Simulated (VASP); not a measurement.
# PbS (P4/nmm) in VASP: notebook, part 2 of 2

VASP 6.6.1.

**3. Single point, PBE (volume scaled by 1.06, then relaxed in part)**

The input, INCAR:

```
PREC = Accurate
ENCUT = 520
EDIFF = 1E-6
ISMEAR = 0
SIGMA = 0.02
LREAL = False
LASPH = True
NELM = 80
ALGO = Normal
ISIF = 2
LWAVE = False
LCHARG = True
GGA = PE
LELF = True
LVHAR = True
NBANDS = 28
```

The input, KPOINTS:

```
regular mesh
0
Gamma
  8 8 6
```

The input, POSCAR:

```
PbS
1.0
    4.3106076189      0.0000000000      0.0000000000
    0.0000000000      4.3106076189      0.0000000000
    0.0000000000      0.0000000000      6.1861184692
Pb S
2 2
Direct
    0.5000000000      0.0000000000      0.7337170238
    0.0000000000      0.5000000000      0.2662829762
    0.5000000000      0.0000000000      0.2695302939
    0.0000000000      0.5000000000      0.7304697061
```

Potentials or basis: VASP PAW PBE potentials, release 64 (Pb_d, S).

On the command line:

```
$ cat potpaw_PBE.64/Pb_d/POTCAR potpaw_PBE.64/S/POTCAR > POTCAR
$ mpirun -np 1 vasp_std > vasp.out
```

OUTCAR:

```text
PREC = Accurate
   ENCUT = 520
   EDIFF = 1E-6
   ISMEAR = 0
   LREAL = False
   LASPH = True
   NELM = 80
   ISIF = 2
   GGA = PE

 ion  position               nearest neighbor table
   1  0.500  0.000  0.734-   3 2.87   4 3.05   4 3.05   4 3.05   4 3.05   3 3.31
   2  0.000  0.500  0.266-   4 2.87   3 3.05   3 3.05   3 3.05   3 3.05   4 3.31
   3  0.500  0.000  0.270-   1 2.87   2 3.05   2 3.05   2 3.05   2 3.05   1 3.31
   4  0.000  0.500  0.730-   2 2.87   1 3.05   1 3.05   1 3.05   1 3.05   2 3.31

  LATTYP: Found a simple tetragonal cell.
 ALAT       =     4.3106076189
 C/A-ratio  =     1.4350919908

  Lattice vectors:

 A1 = (   4.3106076189,   0.0000000000,   0.0000000000)
 A2 = (   0.0000000000,   4.3106076189,   0.0000000000)
 A3 = (   0.0000000000,   0.0000000000,   6.1861184692)

Analysis of symmetry for initial positions (statically):
=====================================================================
 Subroutine PRICEL returns:
 Original cell was already a primitive cell.

 Routine SETGRP: Setting up the symmetry group for a
 simple tetragonal supercell.

 Subroutine GETGRP returns: Found 16 space group operations
 (whereof  8 operations were pure point group operations)
 out of a pool of 16 trial point group operations.

The static configuration has the point symmetry D_2d.
 The point group associated with its full space group is D_4h.

Analysis of symmetry for dynamics (positions and initial velocities):
=====================================================================
 Subroutine PRICEL returns:
 Original cell was already a primitive cell.

 Routine SETGRP: Setting up the symmetry group for a
 simple tetragonal supercell.

 Subroutine GETGRP returns: Found 16 space group operations
 (whereof  8 operations were pure point group operations)
 out of a pool of 16 trial point group operations.

The dynamic configuration has the point symmetry D_2d.
 The point group associated with its full space group is D_4h.

 Subroutine INISYM returns: Found 16 space group operations
 (whereof  8 operations are pure point group operations),
 and found     1 'primitive' translations

----------------------------------------------------------------------------------------

                                     Primitive cell

  volume of cell :     114.9464

  direct lattice vectors                    reciprocal lattice vectors
     4.310607619  0.000000000  0.000000000     0.231985856  0.000000000  0.000000000
     0.000000000  4.310607619  0.000000000     0.000000000  0.231985856  0.000000000
     0.000000000  0.000000000  6.186118469     0.000000000  0.000000000  0.161652255

  length of vectors
     4.310607619  4.310607619  6.186118469     0.231985856  0.231985856  0.161652255

  position of ions in fractional coordinates (direct lattice)
     0.500000000  0.000000000  0.733717024
     0.000000000  0.500000000  0.266282976
     0.500000000  0.000000000  0.269530294
     0.000000000  0.500000000  0.730469706

  ion indices of the primitive-cell ions
   primitive index   ion index
                 1           1
                 2           2
                 3           3
                 4           4

----------------------------------------------------------------------------------------

 KPOINTS: regular mesh

Automatic generation of k-mesh.
 Grid dimensions read from file:
 generate k-points for:    8    8    6

 Generating k-lattice:

  Cartesian coordinates                     Fractional coordinates (reciprocal lattice)
     0.028998232  0.000000000  0.000000000     0.125000000  0.000000000  0.000000000
     0.000000000  0.028998232  0.000000000     0.000000000  0.125000000  0.000000000
     0.000000000  0.000000000  0.026942042     0.000000000  0.000000000  0.166666667

  Length of vectors
     0.028998232  0.028998232  0.026942042

  Shift w.r.t. Gamma in fractional coordinates (k-lattice)
     0.000000000  0.000000000  0.000000000

 Subroutine IBZKPT returns following result:
 ===========================================

 Found     60 irreducible k-points:

 Following reciprocal coordinates:
            Coordinates               Weight
  0.000000  0.000000  0.000000      1.000000
  0.125000  0.000000  0.000000      4.000000
  0.250000  0.000000  0.000000      4.000000
  0.375000  0.000000  0.000000      4.000000
  0.500000  0.000000  0.000000      2.000000
  0.125000  0.125000  0.000000      4.000000
[... 16 lines left out ...]
  0.375000  0.125000  0.166667     16.000000
  0.500000  0.125000  0.166667      8.000000
 [... further k-points ...]
   k-points           NKPTS =     60   k-points in BZ     NKDIM =     60   number of bands    NBANDS=     28
   number of dos      NEDOS =    301   number of ions     NIONS =      4
   total plane-waves  NPLWV =  49152
   dimension x,y,z NGX =    32 NGY =   32 NGZ =   48
   dimension x,y,z NGXF=    64 NGYF=   64 NGZF=   96
   ions per type =               2   2
   NGX,Y,Z   is equivalent  to a cutoff of  12.34, 12.34, 12.90 a.u.
   NGXF,Y,Z  is equivalent  to a cutoff of  24.68, 24.68, 25.80 a.u.
 SYSTEM =  unknown system
   PREC   = accura    normal or accurate (medium, high low for compatibility)
   ISTART =      0    job   : 0-new  1-cont  2-samecut
   ICHARG =      2    charge: 1-file 2-atom 10-const
   ISPIN  =      1    spin polarized calculation?
   LNONCOLLINEAR =      F non collinear calculations
   LSORBIT =      F    spin-orbit coupling
   LASPH  =      T    aspherical Exc in radial PAW
   ENCUT  =  520.0 eV  38.22 Ry    6.18 a.u.   8.01  8.01 11.50*2*pi/ulx,y,z
   NELM   =     80;   NELMIN=  2; NELMDL= -5     # of ELM steps
   EDIFF  = 0.1E-05   stopping-criterion for ELM
   LREAL  =      F    real-space projection
[... 7 lines left out ...]
   TEBEG  =    0.0;   TEEND  =   0.0 temperature during run
   PSTRESS=    0.0 pullay stress
   NELECT =      40.0000    total number of electrons
   NUPDOWN=      -1.0000    fix difference up-down
   EMIN   =  10.00;   EMAX   =-10.00  energy-range for DOS
   EFERMI =   0.00;   METHOD = LEGACY
   ISMEAR =     0;   SIGMA  =   0.02  broadening in eV -4-tet -1-fermi 0-gaus
   EFERMI_NEDOS =   21; number of points for ismear=-14 and -15
   IALGO  =     38    algorithm
   IMIX   =      4    mixing-type and parameters
     AMIX     =   0.40;   BMIX     =  1.00
     AMIX_MAG =   1.60;   BMIX_MAG =  1.00
  volume/ion in A,a.u.               =      28.74       193.92
  Fermi-wavevector in a.u.,A,eV,Ry     =   1.151498  2.176015 18.040605  1.325947
  Thomas-Fermi vector in A             =   2.288155
   LORBIT       =      0    0 simple, 1 ext, 2 COOP (PROOUT), +10 PAW based schemes
   GGA     = PE    functional components
   LHFCALC =     F    Hartree Fock is set to
   AEXX    =    0.0000 exact exchange contribution
   IVDW    =     0    specifies the selected vdW correction
   LEPSILON=     F    determine dielectric tensor
   LRPA    =     F    only Hartree local field effects (RPA)
 non-spin polarized calculation
 Gauss-broadening in eV      SIGMA  =   0.02
  energy-cutoff  :      520.00
  volume of cell :      114.95
 maximum number of plane-waves:      3132
   NGX = 17   NGY = 17   NGZ = 23

 number of electron      40.0000014 magnetization

 Free energy of the ion-electron system (eV)
  ---------------------------------------------------
  ext. energy  EPLUGINS =         0.00000000
  ---------------------------------------------------
  free energy    TOTEN  =       -17.48722211 eV

  energy without entropy =      -17.48722211  energy(sigma->0) =      -17.48722211

 E-fermi :   4.5280     XC(G=0):  -9.2112

 val. band max:        4.4123723657   @ k =   0.5000   0.0000   0.5000
 cond. band min:       5.3604598460   @ k =   0.5000   0.0000   0.5000
 fundamental gap:      0.9480874803
 Fermi energy:         4.5280328504

 k-point     1 :       0.0000    0.0000    0.0000
  band No.  band energies     occupation
      1     -12.1452      2.00000
      2     -12.0812      2.00000
      3     -12.0634      2.00000
      4     -12.0586      2.00000
      5     -12.0586      2.00000
      6     -12.0455      2.00000
[... 20 lines left out ...]
     27      10.0222      0.00000
     28      11.5283      0.00000
[... 683 lines left out ...]
 k-point    24 :       0.5000    0.1250    0.1667
  band No.  band energies     occupation
      1     -12.0869      2.00000
      2     -12.0869      2.00000
      3     -12.0592      2.00000
      4     -12.0592      2.00000
      5     -12.0531      2.00000
      6     -12.0531      2.00000
[... 20 lines left out ...]
     27      11.7559      0.00000
     28      11.7559      0.00000

 [... further k-points ...]
[... 5 lines left out ...]
  --------------------------------------------------------------------------------------
  -------------------------------------------------------------------------------------
  Total       -1.4449543     -1.4449543     -1.4539057      0.0000000      0.0000000      0.0000000
  in kB      -20.1404644    -20.1404644    -20.2652332      0.0000000      0.0000000      0.0000000
  external PRESSURE =     -20.1820540 kB  Pullay stress =       0.0000000 kB

 VOLUME and BASIS-vectors are now :
 -----------------------------------------------------------------------------
  energy-cutoff  :      520.00
  volume of cell :      114.95
      direct lattice vectors                 reciprocal lattice vectors
     4.310607619  0.000000000  0.000000000     0.231985856  0.000000000  0.000000000
     0.000000000  4.310607619  0.000000000     0.000000000  0.231985856  0.000000000
     0.000000000  0.000000000  6.186118469     0.000000000  0.000000000  0.161652255

 POSITION                                       TOTAL-FORCE (eV/Angst)
 -----------------------------------------------------------------------------------
      2.15530      0.00000      4.53886        -0.000000     -0.000000     -0.003262
      0.00000      2.15530      1.64726         0.000000     -0.000000      0.003262
      2.15530      0.00000      1.66735         0.000000     -0.000000      0.003086
      0.00000      2.15530      4.51877        -0.000000      0.000000     -0.003086
 -----------------------------------------------------------------------------------
    total drift:                                0.000000      0.000000     -0.000000

  FREE ENERGIE OF THE ION-ELECTRON SYSTEM (eV)
  ---------------------------------------------------
  free  energy   TOTEN  =       -17.4872221080 eV

  energy  without entropy=      -17.4872221080  energy(sigma->0) =      -17.48722211
```

stdout:

```text
POSCAR found type information on POSCAR PbS
 POSCAR found :  2 types and       4 ions
 scaLAPACK will be used
 LDA part: xc-table for (Slater+PW92), standard interpolation
 POSCAR, INCAR and KPOINTS ok, starting setup
 FFT: planning ... GRIDC
 FFT: planning ... GRID_SOFT
 FFT: planning ... GRID
 WAVECAR not read
 entering main loop
```

Wall time 78 s (1 thread of Intel Xeon Platinum 8488C (Sapphire Rapids), shared host); peak memory 0.31 GiB.

What came out:

```yaml
Free_energy: -17.4872 eV
Pressure: -2.0 GPa
Largest_force: 0.003 eV/Å
Band_gap_on_the_k_mesh: 0.95 eV, direct
```

Forces in eV/Å, atoms in the order of the input:
```
Pb   0.000  0.000 -0.003
Pb   0.000  0.000  0.003
S    0.000  0.000  0.003
S    0.000  0.000 -0.003
```

Caveat: spin-orbit coupling is left out, which moves the levels of the heavy elements.
